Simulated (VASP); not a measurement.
# NbTe (P-6m2) in VASP: further runs, part 2 of 2

VASP 6.6.1. The steps go on from the part before.

## (3) Single point, PBEsol

This run uses another cell than the first one, of 20.18 Å³/atom, 1.045 times its volume.

INCAR

```
SYSTEM = NbTe
  PREC = Accurate
  ENCUT = 500
  EDIFF = 1E-6
  ISMEAR = -1
  SIGMA = 0.1
  LREAL = .FALSE.
  LASPH = .TRUE.
  NELM = 120
  ALGO = Normal
  ISIF = 2
  LWAVE = .FALSE.
  LCHARG = .FALSE.
  GGA = PS
  NBANDS = 16
  GGA_COMPAT = .FALSE.
```

KPOINTS

```
regular mesh
0
G
  7 7 6
  0 0 0
```

POSCAR

```
NbTe
1.0
    3.6014711362      0.0000000000      0.0000000000
   -1.8007355681      3.1189659291      0.0000000000
    0.0000000000      0.0000000000      3.5929483403
Nb Te
1 1
Direct
    0.0000000000      0.0000000000      0.5000000000
    0.6666666667      0.3333333333      0.0000000000
```

Potentials or basis: VASP PAW PBE potentials, release 64 (Nb_sv, Te).

Launch:

```sh
$ cat potpaw_PBE.64/Nb_sv/POTCAR potpaw_PBE.64/Te/POTCAR > POTCAR
$ mpirun -np 1 vasp_std > vasp.out
```

OUTCAR:

```text
SYSTEM = NbTe
   PREC = Accurate
   ENCUT = 500
   EDIFF = 1E-6
   ISMEAR = -1
   LREAL = .FALSE.
   LASPH = .TRUE.
   NELM = 120
   ISIF = 2
   GGA = PS

 ion  position               nearest neighbor table
   1  0.000  0.000  0.500-   2 2.75   2 2.75   2 2.75   2 2.75   2 2.75   2 2.75
   2  0.667  0.333  0.000-   1 2.75   1 2.75   1 2.75   1 2.75   1 2.75   1 2.75

  LATTYP: Found a hexagonal cell.
 ALAT       =     3.6014711362
 C/A-ratio  =     0.9976335238

  Lattice vectors:

 A1 = (   3.6014711362,   0.0000000000,   0.0000000000)
 A2 = (  -1.8007355681,   3.1189659291,   0.0000000000)
 A3 = (   0.0000000000,   0.0000000000,   3.5929483403)

Analysis of symmetry for initial positions (statically):
=====================================================================
 Subroutine PRICEL returns:
 Original cell was already a primitive cell.

 Routine SETGRP: Setting up the symmetry group for a
 hexagonal supercell.

 Subroutine GETGRP returns: Found 12 space group operations
 (whereof 12 operations were pure point group operations)
 out of a pool of 24 trial point group operations.

The static configuration has the point symmetry D_3h.

Analysis of symmetry for dynamics (positions and initial velocities):
=====================================================================
 Subroutine PRICEL returns:
 Original cell was already a primitive cell.

 Routine SETGRP: Setting up the symmetry group for a
 hexagonal supercell.

 Subroutine GETGRP returns: Found 12 space group operations
 (whereof 12 operations were pure point group operations)
 out of a pool of 24 trial point group operations.

The dynamic configuration has the point symmetry D_3h.

 Subroutine INISYM returns: Found 12 space group operations
 (whereof 12 operations are pure point group operations),
 and found     1 'primitive' translations

----------------------------------------------------------------------------------------

                                     Primitive cell

  volume of cell :      40.3591

  direct lattice vectors                    reciprocal lattice vectors
     3.601471136  0.000000000  0.000000000     0.277664311  0.160309542  0.000000000
    -1.800735568  3.118965929  0.000000000     0.000000000  0.320619084  0.000000000
     0.000000000  0.000000000  3.592948340     0.000000000  0.000000000  0.278322955

  length of vectors
     3.601471136  3.601471512  3.592948340     0.320619118  0.320619084  0.278322955

  position of ions in fractional coordinates (direct lattice)
     0.000000000  0.000000000  0.500000000
     0.666666667  0.333333333  0.000000000

  ion indices of the primitive-cell ions
   primitive index   ion index
                 1           1
                 2           2

----------------------------------------------------------------------------------------

 KPOINTS: regular mesh

Automatic generation of k-mesh.
 Grid dimensions read from file:
 generate k-points for:    7    7    6

 Generating k-lattice:

  Cartesian coordinates                     Fractional coordinates (reciprocal lattice)
     0.039666330  0.022901363  0.000000000     0.142857143  0.000000000  0.000000000
     0.000000000  0.045802726  0.000000000     0.000000000  0.142857143  0.000000000
     0.000000000  0.000000000  0.046387159     0.000000000  0.000000000  0.166666667

  Length of vectors
     0.045802731  0.045802726  0.046387159

  Shift w.r.t. Gamma in fractional coordinates (k-lattice)
     0.000000000  0.000000000  0.000000000

 Subroutine IBZKPT returns following result:
 ===========================================

 Found     32 irreducible k-points:

 Following reciprocal coordinates:
            Coordinates               Weight
  0.000000  0.000000  0.000000      1.000000
  0.142857  0.000000  0.000000      6.000000
  0.285714 -0.000000  0.000000      6.000000
  0.428571 -0.000000  0.000000      6.000000
  0.142857  0.142857  0.000000      6.000000
  0.285714  0.142857  0.000000     12.000000
[... 16 lines left out ...]
  0.428571  0.142857  0.333333     12.000000
  0.285714  0.285714  0.333333     12.000000
 [... further k-points ...]
   k-points           NKPTS =     32   k-points in BZ     NKDIM =     32   number of bands    NBANDS=     16
   number of dos      NEDOS =    301   number of ions     NIONS =      2
   total plane-waves  NPLWV =  21952
   dimension x,y,z NGX =    28 NGY =   28 NGZ =   28
   dimension x,y,z NGXF=    56 NGYF=   56 NGZF=   56
   ions per type =               1   1
   NGX,Y,Z   is equivalent  to a cutoff of  12.92, 12.92, 12.96 a.u.
   NGXF,Y,Z  is equivalent  to a cutoff of  25.85, 25.85, 25.91 a.u.
 SYSTEM =  NbTe
   PREC   = accura    normal or accurate (medium, high low for compatibility)
   ISTART =      0    job   : 0-new  1-cont  2-samecut
   ICHARG =      2    charge: 1-file 2-atom 10-const
   ISPIN  =      1    spin polarized calculation?
   LNONCOLLINEAR =      F non collinear calculations
   LSORBIT =      F    spin-orbit coupling
   LASPH  =      T    aspherical Exc in radial PAW
   ENCUT  =  500.0 eV  36.75 Ry    6.06 a.u.   6.57  6.57  6.55*2*pi/ulx,y,z
   NELM   =    120;   NELMIN=  2; NELMDL= -5     # of ELM steps
   EDIFF  = 0.1E-05   stopping-criterion for ELM
   LREAL  =      F    real-space projection
   EDIFFG = 0.1E-04   stopping-criterion for IOM
   NSW    =      0    number of steps for IOM
   IBRION =     -1    ionic relax: 0-MD 1-quasi-New 2-CG
   NFREE  =      0    steps in history (QN), initial steepest desc. (CG)
   ISIF   =      2    stress and relaxation
   ISYM   =      2    0-nonsym 1-usesym 2-fastsym
   POTIM  = 0.5000    time-step for ionic-motion
   TEBEG  =    0.0;   TEEND  =   0.0 temperature during run
   PSTRESS=    0.0 pullay stress
   NELECT =      19.0000    total number of electrons
   NUPDOWN=      -1.0000    fix difference up-down
   EMIN   =  10.00;   EMAX   =-10.00  energy-range for DOS
   EFERMI =   0.00;   METHOD = LEGACY
   ISMEAR =    -1;   SIGMA  =   0.10  broadening in eV -4-tet -1-fermi 0-gaus
   EFERMI_NEDOS =   21; number of points for ismear=-14 and -15
   IALGO  =     38    algorithm
   IMIX   =      4    mixing-type and parameters
     AMIX     =   0.40;   BMIX     =  1.00
     AMIX_MAG =   1.60;   BMIX_MAG =  1.00
  volume/ion in A,a.u.               =      20.18       136.18
  Fermi-wavevector in a.u.,A,eV,Ry     =   1.273539  2.406639 22.067304  1.621901
  Thomas-Fermi vector in A             =   2.406357
   LORBIT       =      0    0 simple, 1 ext, 2 COOP (PROOUT), +10 PAW based schemes
   GGA     = PS    functional components
   LHFCALC =     F    Hartree Fock is set to
   AEXX    =    0.0000 exact exchange contribution
   IVDW    =     0    specifies the selected vdW correction
   LEPSILON=     F    determine dielectric tensor
   LRPA    =     F    only Hartree local field effects (RPA)
 non-spin polarized calculation
  energy-cutoff  :      500.00
  volume of cell :       40.36
 maximum number of plane-waves:      1057
 NGX is ok and might be reduce to    28
   NGX = 13   NGY = 13   NGZ = 13

 number of electron      19.0000001 magnetization

 Free energy of the ion-electron system (eV)
  ---------------------------------------------------
  ext. energy  EPLUGINS =         0.00000000
  ---------------------------------------------------
  free energy    TOTEN  =       -14.88273339 eV

  energy without entropy =      -14.83977349  energy(sigma->0) =      -14.86125344

 E-fermi :  12.1050     XC(G=0): -11.7958

 val. band max:       12.0818252544   @ k =   0.2857  -0.0000   0.3333
 cond. band min:      12.2076972388   @ k =   0.1429   0.0000   0.0000
 fundamental gap:      0.1258719843
 Fermi energy:        12.1050098000

 k-point     1 :       0.0000    0.0000    0.0000
  band No.  band energies     occupation
      1     -43.2394      2.00000
      2     -19.5093      2.00000
      3     -19.2798      2.00000
      4     -19.2798      2.00000
      5      -2.6709      2.00000
      6       8.7263      2.00000
[... 8 lines left out ...]
     15      18.2273      0.00000
     16      19.4710      0.00000

 k-point     2 :       0.1429    0.0000    0.0000
  band No.  band energies     occupation
      1     -43.2368      2.00000
      2     -19.5029      2.00000
      3     -19.3170      2.00000
      4     -19.2884      2.00000
      5      -2.3910      2.00000
      6       7.7080      2.00000
[... 8 lines left out ...]
     15      18.2373      0.00000
     16      20.5476      0.00000
[... 387 lines left out ...]
      5      -0.3945      2.00000
      6       5.3083      2.00000
[... 8 lines left out ...]
     15      18.1564      0.00000
     16      19.8413      0.00000

 k-point    24 :       0.2857    0.2857    0.3333
  band No.  band energies     occupation
      1     -43.2182      2.00000
      2     -19.5785      2.00000
      3     -19.4160      2.00000
      4     -19.3607      2.00000
      5      -0.3350      2.00000
      6       5.5942      2.00000
[... 8 lines left out ...]
     15      17.8382      0.00000
     16      20.6623      0.00000

 [... further k-points ...]
[... 5 lines left out ...]
  --------------------------------------------------------------------------------------
  -------------------------------------------------------------------------------------
  Total        1.3094958      1.3094962      1.9875659      0.0000000     -0.0000000      0.0000000
  in kB       51.9844148     51.9844293     78.9024655      0.0000000     -0.0000000      0.0000000
  external PRESSURE =      60.9571032 kB  Pullay stress =       0.0000000 kB

 VOLUME and BASIS-vectors are now :
 -----------------------------------------------------------------------------
  energy-cutoff  :      500.00
  volume of cell :       40.36
      direct lattice vectors                 reciprocal lattice vectors
     3.601471136  0.000000000  0.000000000     0.277664311  0.160309542  0.000000000
    -1.800735568  3.118965929  0.000000000     0.000000000  0.320619084  0.000000000
     0.000000000  0.000000000  3.592948340     0.000000000  0.000000000  0.278322955

 POSITION                                       TOTAL-FORCE (eV/Angst)
 -----------------------------------------------------------------------------------
      0.00000      0.00000      1.79647         0.000000      0.000000      0.000000
      1.80074      1.03966      0.00000        -0.000000      0.000000      0.000000
 -----------------------------------------------------------------------------------
    total drift:                               -0.000000     -0.000008     -0.000000

  FREE ENERGIE OF THE ION-ELECTRON SYSTEM (eV)
  ---------------------------------------------------
  free  energy   TOTEN  =       -14.8827333949 eV

  energy  without entropy=      -14.8397734922  energy(sigma->0) =      -14.86125344
```

OSZICAR:

```text
N       E                     dE             d eps       ncg     rms          rms(c)
DAV:   1     0.148484440019E+03    0.14848E+03   -0.94905E+03  1024   0.106E+03
DAV:   2    -0.579127074937E+01   -0.15428E+03   -0.15064E+03  1344   0.366E+02
DAV:   3    -0.151171567674E+02   -0.93259E+01   -0.92439E+01  1912   0.677E+01
DAV:   4    -0.152990719963E+02   -0.18192E+00   -0.18177E+00  1200   0.912E+00
DAV:   5    -0.153051775975E+02   -0.61056E-02   -0.61047E-02  1720   0.170E+00    0.811E+00
DAV:   6    -0.149209783370E+02    0.38420E+00   -0.11261E+00  1600   0.937E+00    0.357E+00
DAV:   7    -0.148910716345E+02    0.29907E-01   -0.66454E-02  1288   0.188E+00    0.176E+00
DAV:   8    -0.148828259776E+02    0.82457E-02   -0.20105E-02  1552   0.947E-01    0.237E-01
DAV:   9    -0.148827296577E+02    0.96320E-04   -0.14023E-03  1216   0.303E-01    0.117E-01
DAV:  10    -0.148827365390E+02   -0.68813E-05   -0.24875E-04  1640   0.159E-01    0.282E-02
DAV:  11    -0.148827336511E+02    0.28879E-05   -0.98485E-06  1312   0.294E-02    0.963E-03
DAV:  12    -0.148827333949E+02    0.25621E-06   -0.40824E-07   920   0.781E-03
   1 F= -.14882733E+02 E0= -.14861253E+02  d E =-.429599E-01
```

It took 12 s on 1 thread of Intel Xeon Platinum 8488C (Sapphire Rapids), shared host; peak memory 0.16 GiB.

Results:

- Free energy: -14.8827 eV
- Pressure: 6.1 GPa

Stress tensor (GPa, compression positive):
```
5.20 0.00 0.00
0.00 5.20 0.00
0.00 0.00 7.89
```

Levels at points of the mesh, in eV from the Fermi level:
| k point | band 8 | band 9 | band 10 | band 11 | band 12 | band 13 |
| --- | --- | --- | --- | --- | --- | --- |
| (0.00, 0.00, 0.00) | -3.35 | -2.28 | 0.17 | 0.17 | 2.82 | 2.82 |
| (0.00, 0.00, 0.50) | -2.73 | -1.08 | -1.08 | 0.79 | 1.84 | 1.84 |

Caveat: the PAW data sets were made with another functional, which shifts forces and pressure a little; spin-orbit coupling is left out, which moves the levels of the heavy elements.

## (4) Single point, PBEsol

This run uses another cell than the first one, of 21.06 Å³/atom, 1.091 times its volume.

INCAR

```
  PREC = Accurate
  ENCUT = 500
  EDIFF = 1E-6
  ISMEAR = -1
  SIGMA = 0.1
  LREAL = F
  LASPH = T
  NELM = 120
  ALGO = Normal
  ISIF = 2
  LWAVE = F
  LCHARG = F
  GGA = PS
  NBANDS = 16
  GGA_COMPAT = F
```

KPOINTS

```
regular mesh
0
Gamma
  7 7 6
```

POSCAR

```
NbTe
1.0
    3.6529276759      0.0000000000      0.0000000000
   -1.8264638379      3.1635286059      0.0000000000
    0.0000000000      0.0000000000      3.6442831093
Nb Te
1 1
Direct
    0.0000000000      0.0000000000      0.5000000000
    0.6666666667      0.3333333333      0.0000000000
```

Launch:

```sh
$ cat potpaw_PBE.64/Nb_sv/POTCAR potpaw_PBE.64/Te/POTCAR > POTCAR
$ mpirun -np 1 vasp_std > vasp.out
```

It took 12 s on 1 thread of Intel Xeon Platinum 8488C (Sapphire Rapids), shared host; peak memory 0.16 GiB.

The run converged. Its results:

| Quantity | Value |
| --- | --- |
| Free energy | -14.9143 eV |
| Pressure | -0.2 GPa |

Stress tensor (GPa, compression positive):
```
-0.53  0.00  0.00
 0.00 -0.53  0.00
 0.00  0.00  0.41
```

Levels at points of the mesh, in eV from the Fermi level:
```
           k point  band 7  band 8  band 9  band 10  band 11  band 12  band 13  band 14
(0.00, 0.00, 0.00)   -3.23   -3.18   -2.31     0.16     0.16     2.64     2.64     3.10
(0.00, 0.00, 0.50)   -2.66   -2.66   -1.01    -1.01     0.73     1.75     1.75     5.47
```

Caveat: the PAW data sets were made with another functional, which shifts forces and pressure a little; spin-orbit coupling is left out, which moves the levels of the heavy elements.

## (5) Summary

```csv
cell,gap on the mesh (eV),pressure (GPa)
"a = 3.549, b = 3.549, c = 3.540 Å, angles 90.0, 90.0, 120.0°, 2 atoms",none,14.1
"a = 3.601, b = 3.601, c = 3.593 Å, angles 90.0, 90.0, 120.0°, 2 atoms",none,6.1
"a = 3.653, b = 3.653, c = 3.644 Å, angles 90.0, 90.0, 120.0°, 2 atoms",none,-0.2
```

Alike in all rows: task single point; level PBEsol; potentials or basis VASP PAW PBE potentials, release 64 (Nb_sv, Te); no spin polarisation; k mesh 7 × 7 × 6; cutoff (eV) 500; smearing fermi-dirac 0.1 eV.

Caveats: the PAW data sets were made with another functional, which shifts forces and pressure a little; spin-orbit coupling is left out, which moves the levels of the heavy elements.

Total energies depend on the potentials used, so only differences within one code and one set of settings carry meaning.
